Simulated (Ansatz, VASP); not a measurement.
Two plane-wave programs on MnHg

```
CELL_PARAMETERS angstrom
3.07737 0.00000 3.07737
0.00000 3.07737 3.07737
0.00000 0.00000 6.15475
ATOMIC_POSITIONS crystal
Mn 0.50000 0.50000 0.75000
Mn 0.50000 0.50000 0.25000
Hg 0.00000 0.00000 0.00000
Hg 0.00000 0.00000 0.50000
```

Alike in both runs: task single point; functional PBEsol; k mesh 12 × 12 × 6; occupations gaussian, width 0.1 eV; collinear spin.

|  | VASP | Ansatz |
| --- | --- | --- |
| version | VASP 6.6.1 | Ansatz 0.2.0 |
| potentials or method | VASP PAW PBE potentials, release 64 (Mn_pv, Hg), cutoff 520 eV | scalar-relativistic, plane waves, PAW |
| valence electrons in the cell | 50 | 70 |

Ansatz gave:

```
gap on the k mesh at the Fermi level (eV)                     : none
pressure (GPa)                                                : 19.8
net moment per atom (μB)                                      : 0.00
size of the moment on the site where the two differ most (μB) : 3.25
```

Estimate VASP's values.

gap on the k mesh at the Fermi level (eV): none; pressure (GPa): 21.5; net moment per atom (μB): 0.00; size of the moment on the site where the two differ most (μB): 3.29.

VASP's potentials were made for PBE, not for PBEsol. Site moments also hang on the region over which each program counts them. A gap of «none» marks a metal or a gap that the smearing closes. VASP's potentials hold 50 valence electrons a cell and Ansatz's 70, so a difference there can come from the potentials and not from the codes.

Spin-orbit coupling is off throughout.
